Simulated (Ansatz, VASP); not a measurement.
One calculation of Be2S3, two programs

INCAR

```
ALGO     = Normal         # electronic algorithm
EDIFF    = 1E-6           # SCF threshold, eV
EDIFFG   = -0.01          # ionic threshold
ENCUT    = 600            # plane-wave cutoff, eV
GGA      = PE             # functional
IBRION   = 2              # ionic algorithm
ISIF     = 3              # what is computed and relaxed
ISMEAR   = 0              # smearing method
LASPH    = True           # aspherical terms in the spheres
LCHARG   = False          # write CHGCAR
LREAL    = False          # projectors in reciprocal space
LWAVE    = False          # write WAVECAR
NELM     = 100            # most SCF steps
NSW      = 100            # ionic steps
PREC     = Accurate       # precision mode
SIGMA    = 0.02           # smearing width, eV
```

File KPOINTS:

```
k-points
0
Gamma
  8 8 4
```

The input POSCAR:

```
Be2S3
1.0
    2.3584836747     -2.6117068567      0.0000000000
    2.3584836747      2.6117068567      0.0000000000
   -0.3523111856      0.0000000000      6.4996629124
Be S
2 3
Direct
    0.4920390563      0.9439103344      0.8110810230
    0.0560896656      0.5079609437      0.1889189770
    0.3767741024      0.4305204698      0.6420887597
    0.5694795302      0.6232258976      0.3579112403
    0.0056176455      0.9943823545      0.0000000000
```

Input for Ansatz:

```yaml
crystal:
  lattice:
    - [2.3584836747, -2.6117068567, 0.0]
    - [2.3584836747, 2.6117068567, 0.0]
    - [-0.3523111856, 0.0, 6.4996629124]
  atoms:
    - { symbol: Be, position: [0.4920390563, 0.9439103344, 0.811081023] }
    - { symbol: Be, position: [0.0560896656, 0.5079609437, 0.188918977] }
    - { symbol: S, position: [0.3767741024, 0.4305204698, 0.6420887597] }
    - { symbol: S, position: [0.5694795302, 0.6232258976, 0.3579112403] }
    - { symbol: S, position: [0.0056176455, 0.9943823545, 0.0] }
basis:
  ecutwfc: 420
kpoints:
  mp_grid: { grid: [8, 8, 4] }
hamiltonian:
  xc: pbe
scf:
  occupations: { method: gaussian, width: 0.02 }
output:
  forces: true
  stress: true
  eigenvalues: true
relax:
  adjacent_minimum: "off"
  f_tol: 0.01
  max_steps: 80
  cell: { stress_tol: 0.05 }
```

Alike in both runs: task relaxation of cell and atoms; functional PBE; k mesh 8 × 8 × 4; occupations gaussian, width 0.02 eV; no spin polarisation.

```csv
,VASP,Ansatz
version,VASP 6.6.1,Ansatz 0.2.0
potentials or method,"VASP PAW PBE potentials, release 64 (Be, S), cutoff 600 eV","scalar-relativistic, plane waves, PAW"
valence electrons in the cell,22,22
```

|  | VASP | Ansatz | Ansatz less VASP |
| --- | --- | --- | --- |
| gap on the k mesh at the Fermi level, each at its own relaxed structure (eV) | 1.37 | 1.31 | -0.050 |
| relaxed volume (Å³/atom) | 16.01 | 16.02 | +0.010 |
| relaxed length of the cell vector where the two differ most in proportion (Å) | 3.514 | 3.515 | +0.0010 |
